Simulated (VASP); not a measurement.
# Co: single point with PBE

The system is Co.

```xyz
1
Lattice="-1.4146 1.3929 1.3922 1.4430 -1.3751 1.4028 1.4113 1.3718 -1.3744" Properties=species:S:1:pos:R:3 pbc="T T T"
Co    0.0000    0.0000    0.0000
```

| Item | Value |
| --- | --- |
| Program | VASP 6.6.1 |
| Task | single point |
| Functional | PBE |
| Potentials or basis | VASP PAW PBE potentials, release 64 (Co) |
| Cutoff | 520 eV |
| k mesh | 13 × 13 × 13 |
| Occupations | fermi-dirac, width 0.05 eV |
| Spin | collinear spin, ferromagnetic start |
| Starting moments | [3.5] μB |

The pressure is 0.0 GPa and the net moment is 1.70 μB per cell. The site moments are Co +1.72 μB and the valence electrons inside the program's atomic spheres are Co 8.24.

Stress tensor (GPa, compression positive):
```
 0.82  0.39 -2.70
 0.39 -0.72 -1.78
-2.70 -1.78 -0.10
```

Levels at points of the mesh, in eV from the Fermi level:
Spin up:
```
           k point  band 1  band 2  band 3  band 4  band 5  band 6  band 7  band 8  band 9  band 10
(0.00, 0.00, 0.00)   -9.17   -3.12   -3.02   -2.88   -1.96   -1.89   24.65   25.35   25.64    30.05
```
Spin down:
```
           k point  band 1  band 2  band 3  band 4  band 5  band 6  band 7  band 8
(0.00, 0.00, 0.00)   -9.15   -1.65   -1.52   -1.31    0.22    0.42   24.40   25.10
```

Wall time 3.1 min on 1 thread of Intel(R) Xeon(R) Platinum 8375C CPU @ 2.90GHz (Ice Lake), with other jobs on the host, peak memory 0.35 GiB.
